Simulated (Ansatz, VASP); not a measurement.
# One calculation of Pd, two programs

Contents of INCAR:

```
SYSTEM = Pd
PREC = Accurate ; ENCUT = 520
EDIFF = 1E-7 ; ISMEAR = 0
SIGMA = 0.15 ; LREAL = .FALSE.
LASPH = .TRUE. ; NELM = 80
ALGO = Normal ; ISIF = 2
LWAVE = .FALSE. ; LCHARG = .FALSE.
GGA = PS ; NBANDS = 11
```

KPOINTS

```
Automatic mesh
0
G
  20 20 20
  0 0 0
```

POSCAR

```
Pd
1.0
    0.0000000000      2.0226960000      1.9449000000
    2.0226960000      0.0000000000      1.9449000000
    2.0226960000      2.0226960000      0.0000000000
Pd
1
Direct
    0.0000000000      0.0000000000      0.0000000000
```

Input for Ansatz:

```yaml
crystal:
  lattice:
    - [0.0, 2.022696, 1.9449]
    - [2.022696, 0.0, 1.9449]
    - [2.022696, 2.022696, 0.0]
  atoms:
    - { symbol: Pd, position: [0.0, 0.0, 0.0] }
basis:
  ecutwfc: 420
kpoints:
  mp_grid: { grid: [20, 20, 20] }
hamiltonian:
  xc: pbesol
scf:
  occupations: { method: gaussian, width: 0.15 }
output:
  forces: true
  stress: true
  eigenvalues: true
```

Change from the starting cell: strain +0.040 along x and y, +0.000 along z, atoms carried along.

Alike in both runs: task single point; functional PBEsol; k mesh 20 × 20 × 20; occupations gaussian, width 0.15 eV; no spin polarisation.

|  | VASP | Ansatz |
| --- | --- | --- |
| version | VASP 6.6.1 | Ansatz 0.2.0 |
| potentials or method | VASP PAW PBE potentials, release 64 (Pd), cutoff 520 eV | scalar-relativistic, plane waves, PAW |
| valence electrons in the cell | 10 | 18 |

VASP gave:

| Item | Value |
| --- | --- |
| gap on the k mesh at the Fermi level (eV) | none |
| pressure (GPa) | -14.4 |
| traceless stress, the component that is largest in VASP (GPa) | 0.90 |

Question: Estimate Ansatz's values.

Answer: gap on the k mesh at the Fermi level (eV): none; pressure (GPa): -14.2; traceless stress, the component that is largest in VASP (GPa): 0.90.

VASP's potentials were made for PBE, not for PBEsol. A gap of «none» marks a metal or a gap that the smearing closes. VASP's potentials hold 10 valence electrons a cell and Ansatz's 18, so a difference there can come from the potentials and not from the codes.
